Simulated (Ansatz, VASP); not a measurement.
# Cu in VASP and in Ansatz

Contents of INCAR:

```
PREC = Accurate
ENCUT = 520
EDIFF = 1E-6
ISMEAR = -1
SIGMA = 0.15
LREAL = F
LASPH = T
NELM = 100
ALGO = Normal
ISIF = 2
LWAVE = F
LCHARG = F
NBANDS = 18
```

File KPOINTS:

```
regular mesh
0
Gamma
  12 12 12
```

Contents of POSCAR:

```
Cu
1.0
    1.2291999188     -4.0114139727      0.0000000000
    1.2291999188      4.0114139727      0.0000000000
    0.0000000000      0.0000000000      2.4973076613
Cu
2
Direct
    0.1338670000      0.8661330000      0.2500000000
    0.8661330000      0.1338670000      0.7500000000
```

Input for Ansatz:

```yaml
crystal:
  lattice:
    - [1.229199918819113, -4.011413972668956, 0.0]
    - [1.229199918819113, 4.011413972668956, 0.0]
    - [0.0, 0.0, 2.4973076613154257]
  atoms:
    - { symbol: Cu, position: [0.133867, 0.866133, 0.25] }
    - { symbol: Cu, position: [0.866133, 0.133867, 0.75] }
basis:
  ecutwfc: 500.0
kpoints:
  mp_grid:
    grid: [12, 12, 12]
hamiltonian:
  xc: lda
scf:
  occupations:
    method: fermi_dirac
    width: 0.15
output:
  stress: true
```

Alike in both runs: task single point; functional LDA; k mesh 12 × 12 × 12; occupations fermi-dirac, width 0.15 eV; no spin polarisation.

```csv
,VASP,Ansatz
version,VASP 6.6.1,Ansatz 0.2.0
potentials or method,"VASP PAW LDA potentials, release 64 (Cu), cutoff 520 eV","plane waves, PAW"
valence electrons in the cell,22,38
```

|  | VASP | Ansatz | Ansatz less VASP |
| --- | --- | --- | --- |
| pressure (GPa) | -9.9 | -10.8 | -0.83 |
| traceless stress, the component that is largest in VASP (GPa) | -0.52 | -0.57 | -0.054 |

LDA's correlation is that of Perdew and Zunger in VASP and of Perdew and Wang (1992) in Ansatz. VASP's potentials hold 22 valence electrons a cell and Ansatz's 38, so a difference there can come from the potentials and not from the codes.
